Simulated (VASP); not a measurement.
Write the native input for VASP 6.6.1 that does the following.

```yaml
Task: relaxation of cell and atoms
Functional: PBE
Potentials_or_basis: VASP PAW PBE potentials, release 64 (Mg, C)
Cutoff: 600 eV
k_mesh: 6 × 6 × 4
Occupations: gaussian, width 0.1 eV
Spin: no spin polarisation
Dipole_correction: no
Further_INCAR_settings: ALGO = Normal; EDIFF = 1e-06; IBRION = 2; EDIFFG = -0.04; NSW = 90; ISIF = 3
```

The structure of Mg2C3 lies in POSCAR:

```
Mg2C3
1.0
    3.6062397642      0.0000000000      0.0000000000
   -1.8031198821      3.1230952479      0.0000000000
    0.0000000000      0.0000000000      5.6107232880
Mg C
2 3
Direct
    0.3333333333      0.6666666667      0.2450000000
    0.6666666667      0.3333333333      0.7550000000
    0.0000000000      0.0000000000      0.0000000000
    0.3333333333      0.6666666667      0.6450000000
    0.6666666667      0.3333333333      0.3550000000
```

One way to write it, as run:

INCAR

```
SYSTEM = Mg2C3
  PREC = Accurate
  ENCUT = 600
  EDIFF = 1E-6
  ISMEAR = 0
  SIGMA = 0.1
  LREAL = .False.
  LASPH = .True.
  NELM = 80
  ALGO = Normal
  ISIF = 3
  LWAVE = .False.
  LCHARG = .False.
  GGA = PE
  IBRION = 2
  NSW = 90
  EDIFFG = -0.04
```

KPOINTS

```
Automatic mesh
0
Gamma
  6 6 4
  0 0 0
```

Potentials or basis: VASP PAW PBE potentials, release 64 (Mg, C).

Command:

```console
$ cat potpaw_PBE.64/Mg/POTCAR potpaw_PBE.64/C/POTCAR > POTCAR
$ mpirun -np 1 vasp_std > vasp.out
```

Results of the run:

The relaxed volume is 9.46 Å³/atom. The relaxed cell is a = 2.761 Å, b = 2.761 Å, c = 7.164 Å, α = 90.00°, β = 90.00°, γ = 120.00°, the space group after relaxing (to 0.1 Å) is P-3m1 (No. 164) and the energy gained by relaxing is 1189.0 meV/atom. The ionic steps are 28 and the pressure after relaxing is 0.1 GPa. The largest force after relaxing is 0.011 eV/Å and the band gap on the k mesh is zero (bands 8 and 9 overlap by 4.85 eV).

Caveat: the volume moved by over 15 % at a fixed basis, so the end points are rough.

Wall time 13 min on 1 thread of Intel Xeon 8259CL (shared host), peak memory 0.23 GiB.
